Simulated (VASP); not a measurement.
# WS2 in VASP: a series of runs

The runs below take WS2 through single point, with r2SCAN.

Program: VASP 6.6.1. These are calculated values, not measurements. Logs are shortened: lines on timing, memory, paths and dates and some standing lists are left out, and cuts for length are marked.

**1. The cell of the first run**

The cell holds a slab with vacuum, 6 atoms: a = 3.427 Å, b = 3.427 Å, c = 20.414 Å, α = 90.00°, β = 90.00°, γ = 120.00°.

**2. Single point, r2SCAN**

POSCAR

```
WS2
1.0
    3.4270718952      0.0000000000      0.0000000000
   -1.7135359476      2.9679313219      0.0000000000
    0.0000000000      0.0000000000     20.4138256934
W S
2 4
Direct
    0.3333333333      0.6666666667      0.6379434935
    0.6666666667      0.3333333333      0.3620565065
    0.3333333333      0.6666666667      0.2962425097
    0.6666666667      0.3333333333      0.5721038223
    0.3333333333      0.6666666667      0.4278961777
    0.6666666667      0.3333333333      0.7037574903
```

INCAR.step1

```
ALGO = Normal
EDIFF = 1E-4
ENCUT = 520
GGA = PE
ISMEAR = 0
LASPH = True
LCHARG = False
LREAL = False
LWAVE = True
NBANDS = 35
NELM = 80
PREC = Accurate
SIGMA = 0.05
```

INCAR.step2

```
ALGO = Normal
EDIFF = 1E-6
ENCUT = 520
ISIF = 2
ISMEAR = 0
ISTART = 1
LASPH = True
LCHARG = True
LELF = True
LMIXTAU = True
LREAL = False
LVHAR = True
LWAVE = False
METAGGA = R2SCAN
NBANDS = 35
NELM = 80
PREC = Accurate
SIGMA = 0.05
```

KPOINTS

```
k-points
0
Gamma
  12 12 2
```

Potentials or basis: VASP PAW PBE potentials, release 64 (W_sv, S).

On the command line:

```
cat potpaw_PBE.64/W_sv/POTCAR potpaw_PBE.64/S/POTCAR > POTCAR
cp INCAR.step1 INCAR
mpirun -np 1 vasp_std > vasp.out
cp INCAR.step2 INCAR
mpirun -np 1 vasp_std > vasp.out
```

OUTCAR:

```text
EDIFF = 1E-6
   ENCUT = 520
   ISIF = 2
   ISMEAR = 0
   ISTART = 1
   LASPH = True
   LREAL = False
   METAGGA = R2SCAN
   NELM = 80
   PREC = Accurate

 ion  position               nearest neighbor table
   1  0.333  0.667  0.638-   6 2.39   6 2.39   6 2.39   4 2.39   4 2.39   4 2.39
   2  0.667  0.333  0.362-   3 2.39   3 2.39   3 2.39   5 2.39   5 2.39   5 2.39
   3  0.333  0.667  0.296-   2 2.39   2 2.39   2 2.39   5 2.69
   4  0.667  0.333  0.572-   1 2.39   1 2.39   1 2.39   6 2.69
   5  0.333  0.667  0.428-   2 2.39   2 2.39   2 2.39   3 2.69
   6  0.667  0.333  0.704-   1 2.39   1 2.39   1 2.39   4 2.69

  LATTYP: Found a hexagonal cell.
 ALAT       =     3.4270718952
 C/A-ratio  =     5.9566377122

  Lattice vectors:

 A1 = (   3.4270718952,   0.0000000000,   0.0000000000)
 A2 = (  -1.7135359476,   2.9679313219,   0.0000000000)
 A3 = (   0.0000000000,   0.0000000000,  20.4138256934)

Analysis of symmetry for initial positions (statically):
=====================================================================
 Subroutine PRICEL returns:
 Original cell was already a primitive cell.

 Routine SETGRP: Setting up the symmetry group for a
 hexagonal supercell.

 Subroutine GETGRP returns: Found 12 space group operations
 (whereof 12 operations were pure point group operations)
 out of a pool of 24 trial point group operations.

The static configuration has the point symmetry D_3d.

Analysis of symmetry for dynamics (positions and initial velocities):
=====================================================================
 Subroutine PRICEL returns:
 Original cell was already a primitive cell.

 Routine SETGRP: Setting up the symmetry group for a
 hexagonal supercell.

 Subroutine GETGRP returns: Found 12 space group operations
 (whereof 12 operations were pure point group operations)
 out of a pool of 24 trial point group operations.

The dynamic configuration has the point symmetry D_3d.

 Subroutine INISYM returns: Found 12 space group operations
 (whereof 12 operations are pure point group operations),
 and found     1 'primitive' translations

----------------------------------------------------------------------------------------

                                     Primitive cell

  volume of cell :     207.6354

  direct lattice vectors                    reciprocal lattice vectors
     3.427071895  0.000000000  0.000000000     0.291794287  0.168467510  0.000000000
    -1.713535948  2.967931322  0.000000000     0.000000000  0.336935020  0.000000000
     0.000000000  0.000000000 20.413825693     0.000000000  0.000000000  0.048986408

  length of vectors
     3.427071895  3.427071895 20.413825693     0.336935020  0.336935020  0.048986408

  position of ions in fractional coordinates (direct lattice)
     0.333333333  0.666666667  0.637943494
     0.666666667  0.333333333  0.362056506
     0.333333333  0.666666667  0.296242510
     0.666666667  0.333333333  0.572103822
     0.333333333  0.666666667  0.427896178
     0.666666667  0.333333333  0.703757490

  ion indices of the primitive-cell ions
   primitive index   ion index
                 1           1
                 2           2
                 3           3
                 4           4
                 5           5
                 6           6

----------------------------------------------------------------------------------------

 KPOINTS: k-points

Automatic generation of k-mesh.
 Grid dimensions read from file:
 generate k-points for:   12   12    2

 Generating k-lattice:

  Cartesian coordinates                     Fractional coordinates (reciprocal lattice)
     0.024316191  0.014038959  0.000000000     0.083333333 -0.000000000  0.000000000
     0.000000000  0.028077918  0.000000000     0.000000000  0.083333333  0.000000000
     0.000000000  0.000000000  0.024493204     0.000000000  0.000000000  0.500000000

  Length of vectors
     0.028077918  0.028077918  0.024493204

  Shift w.r.t. Gamma in fractional coordinates (k-lattice)
     0.000000000  0.000000000  0.000000000

 Subroutine IBZKPT returns following result:
 ===========================================

 Found     38 irreducible k-points:

 Following reciprocal coordinates:
            Coordinates               Weight
  0.000000  0.000000  0.000000      1.000000
  0.083333  0.000000  0.000000      6.000000
  0.166667  0.000000  0.000000      6.000000
  0.250000  0.000000  0.000000      6.000000
  0.333333  0.000000  0.000000      6.000000
  0.416667  0.000000  0.000000      6.000000
[... 16 lines left out ...]
  0.250000  0.000000  0.500000      6.000000
  0.333333  0.000000  0.500000      6.000000
 [... further k-points ...]
   k-points           NKPTS =     38   k-points in BZ     NKDIM =     38   number of bands    NBANDS=     35
   number of dos      NEDOS =    301   number of ions     NIONS =      6
   total plane-waves  NPLWV = 125440
   dimension x,y,z NGX =    28 NGY =   28 NGZ =  160
   dimension x,y,z NGXF=    56 NGYF=   56 NGZF=  320
   ions per type =               2   4
   NGX,Y,Z   is equivalent  to a cutoff of  13.58, 13.58, 13.03 a.u.
   NGXF,Y,Z  is equivalent  to a cutoff of  27.17, 27.17, 26.06 a.u.
 SYSTEM =  unknown system
   PREC   = accura    normal or accurate (medium, high low for compatibility)
   ISTART =      1    job   : 0-new  1-cont  2-samecut
   ICHARG =      0    charge: 1-file 2-atom 10-const
   ISPIN  =      1    spin polarized calculation?
   LNONCOLLINEAR =      F non collinear calculations
   LSORBIT =      F    spin-orbit coupling
   LASPH  =      T    aspherical Exc in radial PAW
   ENCUT  =  520.0 eV  38.22 Ry    6.18 a.u.   6.37  6.37 37.96*2*pi/ulx,y,z
   NELM   =     80;   NELMIN=  2; NELMDL=  0     # of ELM steps
   EDIFF  = 0.1E-05   stopping-criterion for ELM
   LREAL  =      F    real-space projection
   EDIFFG = 0.1E-04   stopping-criterion for IOM
   NSW    =      0    number of steps for IOM
   IBRION =     -1    ionic relax: 0-MD 1-quasi-New 2-CG
   NFREE  =      0    steps in history (QN), initial steepest desc. (CG)
   ISIF   =      2    stress and relaxation
   ISYM   =      2    0-nonsym 1-usesym 2-fastsym
   POTIM  = 0.5000    time-step for ionic-motion
   TEBEG  =    0.0;   TEEND  =   0.0 temperature during run
   PSTRESS=    0.0 pullay stress
   NELECT =      52.0000    total number of electrons
   NUPDOWN=      -1.0000    fix difference up-down
   EMIN   =  10.00;   EMAX   =-10.00  energy-range for DOS
   EFERMI =   0.00;   METHOD = LEGACY
   ISMEAR =     0;   SIGMA  =   0.05  broadening in eV -4-tet -1-fermi 0-gaus
   EFERMI_NEDOS =   21; number of points for ismear=-14 and -15
   IALGO  =     38    algorithm
   IMIX   =      4    mixing-type and parameters
     AMIX     =   0.40;   BMIX     =  1.00
     AMIX_MAG =   1.60;   BMIX_MAG =  1.00
  volume/ion in A,a.u.               =      34.61       233.53
  Fermi-wavevector in a.u.,A,eV,Ry     =   1.031911  1.950029 14.488024  1.064840
  Thomas-Fermi vector in A             =   2.166082
   LORBIT       =      0    0 simple, 1 ext, 2 COOP (PROOUT), +10 PAW based schemes
   METAGGA = R2SCAN    functional components
   LHFCALC =     F    Hartree Fock is set to
   AEXX    =    0.0000 exact exchange contribution
   IVDW    =     0    specifies the selected vdW correction
   LEPSILON=     F    determine dielectric tensor
   LRPA    =     F    only Hartree local field effects (RPA)
 non-spin polarized calculation
 Gauss-broadening in eV      SIGMA  =   0.05
  energy-cutoff  :      520.00
  volume of cell :      207.64
 maximum number of plane-waves:      5630
 NGX is ok and might be reduce to    28
   NGX = 13   NGY = 13   NGZ = 75

 number of electron      51.9999997 magnetization

 Free energy of the ion-electron system (eV)
  ---------------------------------------------------
  ext. energy  EPLUGINS =         0.00000000
  ---------------------------------------------------
  free energy    TOTEN  =      -138.17795086 eV

  energy without entropy =     -138.17404624  energy(sigma->0) =     -138.17599855

 E-fermi :   1.3167     XC(G=0):  -6.5042

 val. band max:        1.3041227369   @ k =   0.3333   0.2500   0.0000
 cond. band min:       1.3482349653   @ k =   0.3333   0.2500   0.0000
 fundamental gap:      0.0441122284
 Fermi energy:         1.3167046699

 k-point     1 :       0.0000    0.0000    0.0000
  band No.  band energies     occupation
      1     -75.6612      2.00000
      2     -75.6612      2.00000
      3     -39.2462      2.00000
      4     -39.2462      2.00000
      5     -39.2462      2.00000
      6     -39.2462      2.00000
[... 27 lines left out ...]
     34       3.9875      0.00000
     35       4.7922      0.00000

 k-point     2 :       0.0833    0.0000    0.0000
  band No.  band energies     occupation
      1     -75.6608      2.00000
      2     -75.6608      2.00000
      3     -39.2587      2.00000
      4     -39.2587      2.00000
      5     -39.2491      2.00000
      6     -39.2491      2.00000
[... 27 lines left out ...]
     34       3.8859      0.00000
     35       5.2312      0.00000

 k-point     3 :       0.1667    0.0000    0.0000
  band No.  band energies     occupation
      1     -75.6595      2.00000
      2     -75.6595      2.00000
      3     -39.2926      2.00000
      4     -39.2926      2.00000
      5     -39.2570      2.00000
      6     -39.2569      2.00000
[... 27 lines left out ...]
     34       3.9228      0.00000
     35       6.3518      0.00000
[... 723 lines left out ...]
 k-point    23 :       0.2500    0.0000    0.5000
  band No.  band energies     occupation
      1     -75.6578      2.00000
      2     -75.6578      2.00000
      3     -39.3386      2.00000
      4     -39.3386      2.00000
      5     -39.2676      2.00000
      6     -39.2676      2.00000
[... 27 lines left out ...]
     34       4.5589      0.00000
     35       7.5028      0.00000

 k-point    24 :       0.3333    0.0000    0.5000
  band No.  band energies     occupation
      1     -75.6561      2.00000
      2     -75.6561      2.00000
      3     -39.3841      2.00000
      4     -39.3841      2.00000
      5     -39.2783      2.00000
      6     -39.2783      2.00000
[... 27 lines left out ...]
     34       5.1896      0.00000
     35       6.9964      0.00000

 [... further k-points ...]
[... 5 lines left out ...]
  --------------------------------------------------------------------------------------
  -------------------------------------------------------------------------------------
  Total       -7.0214160     -7.0214160     16.8091014      0.0000000      0.0000000      0.0000000
  in kB      -54.1793541    -54.1793541    129.7040733      0.0000000      0.0000000      0.0000000
  external PRESSURE =       7.1151217 kB  Pullay stress =       0.0000000 kB

 VOLUME and BASIS-vectors are now :
 -----------------------------------------------------------------------------
  energy-cutoff  :      520.00
  volume of cell :      207.64
      direct lattice vectors                 reciprocal lattice vectors
     3.427071895  0.000000000  0.000000000     0.291794287  0.168467510  0.000000000
    -1.713535948  2.967931322  0.000000000     0.000000000  0.336935020  0.000000000
     0.000000000  0.000000000 20.413825693     0.000000000  0.000000000  0.048986408

 POSITION                                       TOTAL-FORCE (eV/Angst)
 -----------------------------------------------------------------------------------
     -0.00000      1.97862     13.02287        -0.000000      0.000000     -0.038172
      1.71354      0.98931      7.39096         0.000000     -0.000000      0.038172
     -0.00000      1.97862      6.04744         0.000000      0.000000     -3.037120
      1.71354      0.98931     11.67883         0.000000      0.000000     -2.784598
     -0.00000      1.97862      8.73500         0.000000     -0.000000      2.784598
      1.71354      0.98931     14.36638        -0.000000     -0.000000      3.037120
 -----------------------------------------------------------------------------------
    total drift:                               -0.000000     -0.000000     -0.000000

  FREE ENERGIE OF THE ION-ELECTRON SYSTEM (eV)
  ---------------------------------------------------
  free  energy   TOTEN  =      -138.1779508569 eV

  energy  without entropy=     -138.1740462369  energy(sigma->0) =     -138.17599855
```

It took 15 min on 1 thread of Intel Xeon 6975P-C (Granite Rapids), shared host; peak memory 0.51 GiB.

Results:

| Property | Result |
| --- | --- |
| Free energy | -138.1780 eV |
| Largest force | 3.037 eV/Å |
| Band gap on the k mesh | zero (bands 26 and 27 overlap by 0.94 eV) |

Forces in eV/Å, atoms in the order of the input:
```
W    0.000  0.000 -0.038
W    0.000  0.000  0.038
S    0.000  0.000 -3.037
S    0.000  0.000 -2.785
S    0.000  0.000  2.785
S    0.000  0.000  3.037
```

Levels at points of the mesh, in eV from the Fermi level:
```csv
k point,band 23,band 24,band 25,band 26,band 27,band 28,band 29,band 30
"(0.00, 0.00, 0.00)",-2.18,-0.98,0.25,0.58,1.75,1.75,1.76,1.76
"(0.50, 0.00, 0.00)",-2.05,-1.87,-1.65,-1.46,1.05,1.06,1.06,1.10
"(0.00, 0.00, 0.50)",-2.18,-0.98,0.25,0.58,1.75,1.75,1.76,1.76
"(0.50, 0.00, 0.50)",-2.05,-1.87,-1.65,-1.46,1.05,1.06,1.06,1.10
```

Caveat: there is no dipole correction, which matters where the two faces differ; the PAW data sets were made with another functional, which shifts forces and pressure a little; spin-orbit coupling is left out, which moves the levels of the heavy elements.

(Part 1 of 2 ends here.)

The gap in the log of VASP goes by the Fermi energy; the results here count the filled bands.